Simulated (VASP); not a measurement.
# MgO (Immm) in VASP: G0W0 quasiparticle levels with PBEsol

Aim: the G0W0 quasiparticle levels of MgO with PBEsol.

All numbers are computed with VASP 6.6.1; they aren't measurements. Logs are shortened: lines on timing, memory, paths and dates and some standing lists are left out, and cuts for length are marked.

## 1. The cell of the first run

The structure is orthorhombic, space group Immm (No. 71). The conventional cell has a = 2.950 Å, b = 2.993 Å, c = 4.173 Å, α = 90.00°, β = 90.00°, γ = 90.00°. Within 2.8 Å of Mg (site symmetry mmm) lie 6 O at 2.09 to 2.10 Å. Within 2.8 Å of O (site symmetry mmm) lie 6 Mg at 2.09 to 2.10 Å.

## 2. G0W0 quasiparticle levels, PBEsol

Input file POSCAR:

```
MgO
1.0
    0.0150839607      2.1013882601      2.0863042994
    2.1013882601      0.0150839607      2.0863042994
    2.1164722208      2.1164722208      0.0000000000
Mg O
1 1
Direct
    0.0000000000      0.0000000000      0.0000000000
    0.5000000000      0.5000000000      0.5000000000
```

Input file INCAR.step1:

```
SYSTEM = MgO
ALGO = Normal ; EDIFF = 1E-8
ENCUT = 500 ; GGA = PS
ISMEAR = 0 ; LASPH = .TRUE.
LCHARG = .FALSE. ; LREAL = .FALSE.
LWAVE = .TRUE. ; NELM = 60
PREC = Accurate ; SIGMA = 0.01
```

Input file INCAR.step2:

```
SYSTEM = MgO
ALGO = Exact ; EDIFF = 1E-8
ENCUT = 500 ; GGA = PS
ISMEAR = 0 ; ISTART = 1
LASPH = .TRUE. ; LCHARG = .FALSE.
LOPTICS = .TRUE. ; LREAL = .FALSE.
LWAVE = .TRUE. ; NBANDS = 45
NELM = 1 ; PREC = Accurate
SIGMA = 0.01
```

Input file INCAR.step3:

```
SYSTEM = MgO
ALGO = EVGW0 ; EDIFF = 1E-8
ENCUT = 500 ; ENCUTGW = 100.0
GGA = PS ; ISMEAR = 0
ISTART = 1 ; LASPH = .TRUE.
LCHARG = .FALSE. ; LREAL = .FALSE.
LWAVE = .FALSE. ; NBANDS = 45
NBANDSGW = 12 ; NELMGW = 1
NOMEGA = 48 ; PREC = Accurate
PRECFOCK = Fast ; SIGMA = 0.01
```

Input file KPOINTS:

```
k-points
0
G
  6 6 6
  0 0 0
```

Potentials or basis: VASP PAW PBE potentials, release 64 (Mg_GW, O_GW).

Started as:

```
$ cat potpaw_PBE.64/Mg_GW/POTCAR potpaw_PBE.64/O_GW/POTCAR > POTCAR
$ cp INCAR.step1 INCAR
$ mpirun -np 1 vasp_std > vasp.out
$ cp INCAR.step2 INCAR
$ mpirun -np 1 vasp_std > vasp.out
$ cp INCAR.step3 INCAR
$ mpirun -np 1 vasp_std > vasp.out
```

OUTCAR:

```text
SYSTEM = MgO
   EDIFF = 1E-8
   ENCUT = 500
   ENCUTGW = 100.0
   GGA = PS
   ISMEAR = 0
   ISTART = 1
   LASPH = .TRUE.
   LREAL = .FALSE.
   NELMGW = 1
   PREC = Accurate
   PRECFOCK = Fast

 ion  position               nearest neighbor table
   1  0.000  0.000  0.000-   2 2.09   2 2.09   2 2.10   2 2.10   2 2.10   2 2.10
   2  0.500  0.500  0.500-   1 2.09   1 2.09   1 2.10   1 2.10   1 2.10   1 2.10

  LATTYP: Found a body centered orthorhombic cell.
 ALAT       =     2.9504798354
 B/A-ratio  =     1.0144599814
 C/A-ratio  =     1.4142135624

  Lattice vectors:

 A1 = (   2.1013882601,   0.0150839607,  -2.0863042994)
 A2 = (  -2.1013882601,  -0.0150839607,  -2.0863042994)
 A3 = (   0.0150839607,   2.1013882601,   2.0863042994)

Analysis of symmetry for initial positions (statically):
=====================================================================
 Subroutine PRICEL returns:
 Original cell was already a primitive cell.

 Routine SETGRP: Setting up the symmetry group for a
 body centered orthorhombic supercell.

 Subroutine GETGRP returns: Found  8 space group operations
 (whereof  8 operations were pure point group operations)
 out of a pool of  8 trial point group operations.

The static configuration has the point symmetry D_2h.

Analysis of symmetry for dynamics (positions and initial velocities):
=====================================================================
 Subroutine PRICEL returns:
 Original cell was already a primitive cell.

 Routine SETGRP: Setting up the symmetry group for a
 body centered orthorhombic supercell.

 Subroutine GETGRP returns: Found  8 space group operations
 (whereof  8 operations were pure point group operations)
 out of a pool of  8 trial point group operations.

The dynamic configuration has the point symmetry D_2h.

 Subroutine INISYM returns: Found  8 space group operations
 (whereof  8 operations are pure point group operations),
[... 93 lines left out ...]
   LASPH  =      T    aspherical Exc in radial PAW
   ENCUT  =  500.0 eV  36.75 Ry    6.06 a.u.   5.40  5.40  5.46*2*pi/ulx,y,z
   NELM   =     60;   NELMIN=  2; NELMDL=  0     # of ELM steps
   EDIFF  = 0.1E-07   stopping-criterion for ELM
   LREAL  =      F    real-space projection
   EDIFFG = 0.1E-06   stopping-criterion for IOM
   NSW    =      0    number of steps for IOM
   IBRION =     -1    ionic relax: 0-MD 1-quasi-New 2-CG
   NFREE  =      0    steps in history (QN), initial steepest desc. (CG)
   ISIF   =      0    stress and relaxation
   ISYM   =      3    0-nonsym 1-usesym 2-fastsym
   POTIM  = 0.5000    time-step for ionic-motion
   TEBEG  =    0.0;   TEEND  =   0.0 temperature during run
   PSTRESS=    0.0 pullay stress
   NELECT =       8.0000    total number of electrons
   NUPDOWN=      -1.0000    fix difference up-down
   EMIN   =  10.00;   EMAX   =-10.00  energy-range for DOS
   EFERMI =   0.00;   METHOD = LEGACY
   ISMEAR =     0;   SIGMA  =   0.01  broadening in eV -4-tet -1-fermi 0-gaus
   EFERMI_NEDOS =   21; number of points for ismear=-14 and -15
   IALGO  =     38    algorithm
   IMIX   =      4    mixing-type and parameters
     AMIX     =   0.40;   BMIX     =  1.00
     AMIX_MAG =   1.60;   BMIX_MAG =  1.00
  volume/ion in A,a.u.               =       9.21        62.17
  Fermi-wavevector in a.u.,A,eV,Ry     =   1.239668  2.342634 20.909131  1.536778
  Thomas-Fermi vector in A             =   2.374142
   LORBIT       =      0    0 simple, 1 ext, 2 COOP (PROOUT), +10 PAW based schemes
   GGA     = PS    functional components
   LHFCALC =     T    Hartree Fock is set to
   PRECFOCK=fast      Normal, Fast or Accurate (Low or Medium for compatibility)
   ENCUT4O =  -1.0   cutoff for four orbital integrals eV
   NKREDX  =     1    reduce k-point grid by
   NKREDY  =     1    reduce k-point grid by
   NKREDZ  =     1    reduce k-point grid by
   AEXX    =    1.0000 exact exchange contribution
   HFSCREEN=    0.0000 screening length (either q_TF or 0.3 A-1)
   HFSCREENC=   0.0000 screening length for correlation (either q_TF or 0.3 A-1)
   ENCUTFOCK=  -1.0 apply spherical cutoff to Coloumb kernel
   IVDW    =     0    specifies the selected vdW correction
   LEPSILON=     F    determine dielectric tensor
   LRPA    =     F    only Hartree local field effects (RPA)
   LRPAFORCE           =     F    calculate RPA forces
   ENCUTGW             = 100.0    cutoff for response function in eV
   ENCUTGWSOFT         =  80.0    soft cutoff for Coulomb kernel in GW response function in eV
   ENCUTLF             =  -1.0    cutoff for local field effects
   NELMGW              =     1    number of iterations in solving QP/BSE equation
   NELMHF              =     1    number of iterations in the inner HF iteration
   NKREDLFX            =     1    NKREDLFY  =   1   NKREDLFZ  =   1
 non-spin polarized calculation
 Gauss-broadening in eV      SIGMA  =   0.01
  energy-cutoff  :      500.00
  volume of cell :       18.42
 maximum number of plane-waves:       481
 NGX is ok and might be reduce to    24
  NGX = 14; NGY = 14; NGZ = 14
   NGX = 11   NGY = 11   NGZ = 11
 maximum number of plane-waves:        51
 NGX is ok and might be reduce to    14

 QP shifts <psi_nk| G(iteration)W_0 |psi_nk>: iteration 1
 for sc-GW calculations column KS-energies equals QP-energies in previous step
 and V_xc(KS)=  KS-energies - (<T + V_ion + V_H > + <T+V_H+V_ion>^1  + <V_x>^1)

 k-point   1 :       0.0000    0.0000    0.0000
  band No.  KS-energies  QP-energies   sigma(KS)   V_xc(KS)     V^pw_x(r,r')   Z            occupation Imag(sigma)

      1     -14.1152     -16.3117     -21.0235     -17.9145     -29.7790       0.7065       2.0000       1.1697
      2       3.1199       1.9616     -21.0721     -19.6020     -25.1417       0.7879       2.0000       0.1002
      3       3.1571       1.9972     -21.1164     -19.6438     -25.2162       0.7876       2.0000       0.1004
      4       3.2281       2.0772     -21.1384     -19.6764     -25.2334       0.7873       2.0000       0.1001
      5       7.9361       9.2940     -10.8552     -12.4706      -7.5646       0.8406       0.0000      -0.0681
      6      18.6495      20.2084      -7.5316      -9.4088      -3.1602       0.8304       0.0000      -0.1221
      7      18.9394      20.4917      -7.5105      -9.3823      -3.1115       0.8293       0.0000      -0.1271
      8      19.0718      20.6351      -7.5277      -9.4146      -3.1247       0.8285       0.0000      -0.1279
      9      22.7617      23.5359      -7.3756      -8.3823      -1.7273       0.7691       0.0000      -0.4971
     10      24.5485      26.4132      -7.8838     -10.1471      -3.2855       0.8239       0.0000      -0.1946
     11      24.7845      26.6604      -7.8992     -10.1764      -3.2923       0.8238       0.0000      -0.1995
     12      27.1880      28.9815      -7.5110      -9.7610      -1.9155       0.7971       0.0000      -0.5272
[... 356 lines left out ...]
      1     -12.5647     -14.8200     -22.5632     -19.4762     -31.1576       0.7306       2.0000       1.0259
      2      -0.7240      -2.3829     -17.6913     -15.5309     -21.9953       0.7678       2.0000       0.1474
      3       1.1477      -0.3105     -19.0970     -17.2246     -23.2380       0.7788       2.0000       0.1190
      4       2.0105       0.6510     -20.0788     -18.3363     -24.2797       0.7802       2.0000       0.1110
      5      12.9000      14.3381      -8.3680     -10.0822      -4.4629       0.8389       0.0000      -0.0868
      6      13.8686      15.6787      -9.9351     -12.1299      -5.9917       0.8247       0.0000      -0.0956
      7      16.1946      18.1178     -10.6337     -13.0325      -6.2639       0.8017       0.0000      -0.1297
      8      21.4955      23.3244      -9.5888     -11.9193      -4.3411       0.7848       0.0000      -0.2871
      9      21.5834      23.4857      -9.4190     -11.8345      -4.3002       0.7875       0.0000      -0.2533
     10      29.1044      30.8994      -8.2163     -10.4098      -2.8820       0.8183       0.0000      -0.5999
     11      30.0096      32.2809      -9.3291     -11.9995      -3.8505       0.8505       0.0000      -0.8689
     12      32.1732      34.0330      -7.7003      -9.9297      -2.4820       0.8342       0.0000      -0.7017

 [... further k-points ...]
```

OUTCAR.step1:

```text
SYSTEM = MgO
   EDIFF = 1E-8
   ENCUT = 500
   GGA = PS
   ISMEAR = 0
   LASPH = .TRUE.
   LREAL = .FALSE.
[... 487 lines left out ...]
      0.00000      0.00000      0.00000        -0.000000      0.000000      0.000000
      2.11647      2.11647      2.08630         0.000000     -0.000000     -0.000000
 -----------------------------------------------------------------------------------
    total drift:                               -0.000000     -0.000000      0.000000

  FREE ENERGIE OF THE ION-ELECTRON SYSTEM (eV)
  ---------------------------------------------------
  free  energy   TOTEN  =       -12.5357158111 eV

  energy  without entropy=      -12.5357158111  energy(sigma->0) =      -12.53571581
```

OUTCAR.step2:

```text
SYSTEM = MgO
   EDIFF = 1E-8
   ENCUT = 500
   GGA = PS
[... 1016 lines left out ...]
  --------------------------------------------------------------------------------------------------------------
     0.00000     3.26254     3.26254     3.24283     0.01309     0.00000     0.00000
     1.32881     3.30372     3.30372     3.28293     0.01318     0.00000     0.00000
     2.65763     3.44837     3.44837     3.42306     0.01283     0.00000     0.00000
     3.98644     3.84107     3.84107     3.78959    -0.00101     0.00000     0.00000
     5.31526     3.90987     3.90987     3.85906    -0.00696     0.00000     0.00000
     6.64407     3.10994     3.10994     3.11313    -0.08245     0.00000     0.00000
[... 92 lines left out ...]
   130.22387     0.96635     0.96635     0.96632    -0.00002     0.00000     0.00000
   131.55268     0.96711     0.96711     0.96708    -0.00001     0.00000     0.00000
```

Wall time 5.6 min (1 thread of AMD EPYC 9R45 (Zen 5), shared host); peak memory 0.35 GiB.

Results:

```yaml
Quasiparticle_gap: 7.22 eV
Least_direct_quasiparticle_gap: 7.22 eV
Band_gap_of_the_starting_levels_on_the_mesh: 4.71 eV
Least_direct_gap_of_the_starting_levels_on_the_mesh: 4.71 eV
```

Caveat: the k points lie up to 0.43 Å⁻¹ apart; bands, screening cutoff and mesh are small and nothing is extrapolated, so the quasiparticle values aren't converged.
